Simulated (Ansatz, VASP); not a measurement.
# GaN in VASP and in Ansatz

POSCAR

```
GaN
1.0
    0.0000000000      2.2489526240      2.2489526240
    2.2599724918      0.0000000000      2.2489526240
    2.2599724918      2.2489526240      0.0000000000
Ga N
1 1
Direct
    0.0000000000      0.0000000000      0.0000000000
    0.7500000000      0.7500000000      0.7500000000
```

INCAR.step1

```
ALGO = Normal
EDIFF = 1E-5
ENCUT = 910
GGA = PE
GGA_COMPAT = F
ISMEAR = 0
LASPH = T
LCHARG = F
LREAL = F
LWAVE = T
NBANDS = 16
NELM = 120
PREC = Accurate
SIGMA = 0.01
```

The input INCAR.step2:

```
ALGO = Normal
EDIFF = 1E-6
ENCUT = 910
GGA_COMPAT = F
ISIF = 2
ISMEAR = 0
ISTART = 1
LASPH = T
LCHARG = T
LELF = T
LMIXTAU = T
LREAL = F
LVHAR = T
LWAVE = F
METAGGA = R2SCAN
NBANDS = 16
NELM = 120
PREC = Accurate
SIGMA = 0.01
```

KPOINTS

```
k-points
0
Gamma
  10 10 10
```

Input for Ansatz:

```yaml
crystal:
  lattice:
    - [0.0, 2.248952624, 2.248952624]
    - [2.2599724918, 0.0, 2.248952624]
    - [2.2599724918, 2.248952624, 0.0]
  atoms:
    - { symbol: Ga, position: [0.0, 0.0, 0.0] }
    - { symbol: "N", position: [0.75, 0.75, 0.75] }
kpoints:
  mp_grid: { grid: [10, 10, 10] }
  band_path:
    path:
      - [0.0, 0.0, 0.0]
      - [-0.5, -0.5, 0.0]
      - [-0.375, -0.375, 0.25]
      - [-0.375, 0.0, 0.375]
      - [0.0, 0.0, 0.5]
      - [-0.5, -0.25, 0.25]
    npoints: 1
hamiltonian:
  xc: r2scan
scf:
  occupations: { method: fixed }
  n_extra_bands: 4
output:
  forces: true
  stress: true
  eigenvalues: true
```

Change from the starting cell: uniaxial_x strain +0.5%.

Alike in both runs: task single point; functional r2SCAN; k mesh 10 × 10 × 10; no spin polarisation.

```csv
,VASP,Ansatz
version,VASP 6.6.1,Ansatz 0.2.0
potentials or method,"VASP PAW PBE potentials, release 64 (Ga_d, N_h)","plane waves, PAW"
plane-wave cutoff (eV),910,500
occupations,"gaussian, width 0.01 eV",fixed
valence electrons in the cell,18,18
```

|  | VASP | Ansatz | Ansatz less VASP |
| --- | --- | --- | --- |
| gap on the k mesh at the Fermi level (eV) | 2.12 | 2.13 | +0.010 |

VASP's potentials were made for PBE, not for r2SCAN.

Noted on VASP's run: the cutoff is short for stress, so the pressure is rough.
